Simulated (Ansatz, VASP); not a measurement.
**HfSi3Br4 in VASP and in Ansatz**

The input INCAR:

```
SYSTEM = HfSi3Br4
ALGO = Normal
EDIFF = 1E-7
EDIFFG = -0.04
ENCUT = 600
GGA = PE
IBRION = 2
ISIF = 3
ISMEAR = 0
LASPH = .True.
LCHARG = .False.
LREAL = .False.
LWAVE = .False.
NELM = 60
NSW = 90
PREC = Accurate
SIGMA = 0.1
```

File KPOINTS:

```
k-points
0
Gamma
  4 4 4
  0 0 0
```

File POSCAR:

```
HfSi3Br4
1.0
    6.2785681300      0.0000000000      0.0000000000
    0.0000000000      6.2785681300      0.0000000000
    0.0000000000      0.0000000000      6.2785681300
Hf Si Br
1 3 4
Direct
    0.0000000000      0.0000000000      0.0000000000
    0.0000000000      0.5000000000      0.5000000000
    0.5000000000      0.0000000000      0.5000000000
    0.5000000000      0.5000000000      0.0000000000
    0.5000000000      0.0000000000      0.0000000000
    0.0000000000      0.5000000000      0.0000000000
    0.0000000000      0.0000000000      0.5000000000
    0.5000000000      0.5000000000      0.5000000000
```

Input for Ansatz:

```yaml
crystal:
  lattice:
    - [6.27856813, 0.0, 0.0]
    - [0.0, 6.27856813, 0.0]
    - [0.0, 0.0, 6.27856813]
  atoms:
    - { symbol: Hf, position: [0.0, 0.0, 0.0] }
    - { symbol: Si, position: [0.0, 0.5, 0.5] }
    - { symbol: Si, position: [0.5, 0.0, 0.5] }
    - { symbol: Si, position: [0.5, 0.5, 0.0] }
    - { symbol: Br, position: [0.5, 0.0, 0.0] }
    - { symbol: Br, position: [0.0, 0.5, 0.0] }
    - { symbol: Br, position: [0.0, 0.0, 0.5] }
    - { symbol: Br, position: [0.5, 0.5, 0.5] }
basis:
  ecutwfc: 420
kpoints:
  mp_grid: { grid: [4, 4, 4] }
hamiltonian:
  xc: pbe
scf:
  occupations: { method: gaussian, width: 0.1 }
  lower_state_search: "off"
output:
  forces: true
  stress: true
  eigenvalues: true
relax:
  adjacent_minimum: "off"
  f_tol: 0.04
  max_steps: 70
  cell: { stress_tol: 0.4 }
```

Alike in both runs: task relaxation of cell and atoms; functional PBE; k mesh 4 × 4 × 4; occupations gaussian, width 0.1 eV; no spin polarisation.

```csv
,VASP,Ansatz
version,VASP 6.6.1,Ansatz 0.2.0
potentials or method,"VASP PAW PBE potentials, release 64 (Hf_pv, Si, Br), cutoff 600 eV","scalar-relativistic, plane waves, PAW"
valence electrons in the cell,50,66
```

VASP gave:

- gap on the k mesh at the Fermi level, each at its own relaxed structure (eV): none
- relaxed volume (Å³/atom): 24.17
- relaxed length of the cell vector where the two differ most in proportion (Å): 5.782

Q: What did Ansatz give for the same quantities?

A: gap on the k mesh at the Fermi level, each at its own relaxed structure (eV): none; relaxed volume (Å³/atom): 24.56; relaxed length of the cell vector where the two differ most in proportion (Å): 5.813.

A gap of «none» marks a metal or a gap that the smearing closes. VASP's potentials hold 50 valence electrons a cell and Ansatz's 66, so a difference there can come from the potentials and not from the codes.

Neither program's run includes spin-orbit coupling. Noted on VASP's run: the volume moved by over 15 % at a fixed basis, so the end points are rough; too few bands were computed for a metal, which touches its energy and stress.
